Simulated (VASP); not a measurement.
Input of a VASP 6.6.1 run:

File INCAR:

```
SYSTEM = Zr2Te3Pd2
PREC     = Accurate       ! precision mode
ENCUT    = 520            ! plane-wave cutoff, eV
EDIFF    = 1E-7           ! SCF threshold, eV
ISMEAR   = 0              ! smearing method
SIGMA    = 0.2            ! smearing width, eV
LREAL    = .False.        ! projectors in reciprocal space
LASPH    = .True.         ! aspherical terms in the spheres
NELM     = 60             ! most SCF steps
ALGO     = Fast           ! electronic algorithm
ISIF     = 2              ! what is computed and relaxed
LWAVE    = .False.        ! write WAVECAR
LCHARG   = .False.        ! write CHGCAR
GGA      = PE             ! functional
NBANDS   = 40             ! bands
```

Contents of KPOINTS:

```
Automatic mesh
0
Gamma
  4 4 4
  0 0 0
```

File POSCAR:

```
Zr2Te3Pd2
1.0
   -2.7116166772      2.7116166772      5.5599266946
    2.7116166772     -2.7116166772      5.5599266946
    2.7116166772      2.7116166772     -5.5599266946
Zr Te Pd
2 3 2
Direct
    0.1391105827      0.1391105827      0.0000000000
    0.8608894173      0.8608894173      0.0000000000
    0.5000000000      0.5000000000      0.0000000000
    0.7500000000      0.2500000000      0.5000000000
    0.2500000000      0.7500000000      0.5000000000
    0.5000000000      0.0000000000      0.5000000000
    0.0000000000      0.5000000000      0.5000000000
```

Potentials or basis: VASP PAW PBE potentials, release 64 (Zr_sv, Te, Pd).

Command:

```sh
$ cat potpaw_PBE.64/Zr_sv/POTCAR potpaw_PBE.64/Te/POTCAR potpaw_PBE.64/Pd/POTCAR > POTCAR
$ mpirun -np 1 vasp_std > vasp.out
```

(1) Estimate the largest force.

(2) Estimate the band gap on the k mesh.

## Answers

(1) 0.007 eV/Å.

(2) zero (band 31 reaches 8.84 eV, above the bottom of band 32 at 8.49 eV).

Caveat: the k points lie up to 0.41 Å⁻¹ apart; spin-orbit coupling is left out, which moves the levels of the heavy elements.
